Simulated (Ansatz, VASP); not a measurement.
**Sb in VASP and in Ansatz**

```xyz
2
Lattice="3.4364 0.0000 0.0000 -1.7182 2.9760 0.0000 0.0000 0.0000 5.3300" Properties=species:S:1:pos:R:3 pbc="T T T"
Sb    0.0000    1.9840    1.3325
Sb    1.7182    0.9920    3.9975
```

Change from the starting cell: equal xx and yy strain of +2 %, PAW files.

Alike in both runs: task electric field gradients; functional PBEsol; k mesh 12 × 12 × 7; occupations fermi-dirac, width 0.05 eV; no spin polarisation.

|  | VASP | Ansatz |
| --- | --- | --- |
| version | VASP 6.6.1 | Ansatz 0.2.0 |
| potentials or method | VASP PAW PBE potentials, release 64 (Sb) | PAW with Ansatz's default frozen-core files, scalar-relativistic |
| plane-wave cutoff (eV) | 520 | 420 |
| valence electrons in the cell | 10 | 30 |

|  | VASP | Ansatz | Ansatz less VASP |
| --- | --- | --- | --- |
| pressure (GPa) | -2.7 | -2.6 | +0.03 |
| traceless stress, the component that is largest in VASP (GPa) | -0.26 | -0.26 | 0.000 |
| size of Vzz on the site where it differs most (V/Å²) | 19.6 | 21.6 | +2.01 |

VASP's potentials were made for PBE, not for PBEsol. VASP's potentials hold 10 valence electrons a cell and Ansatz's 30, so a difference there can come from the potentials and not from the codes.

Neither program's run includes spin-orbit coupling.
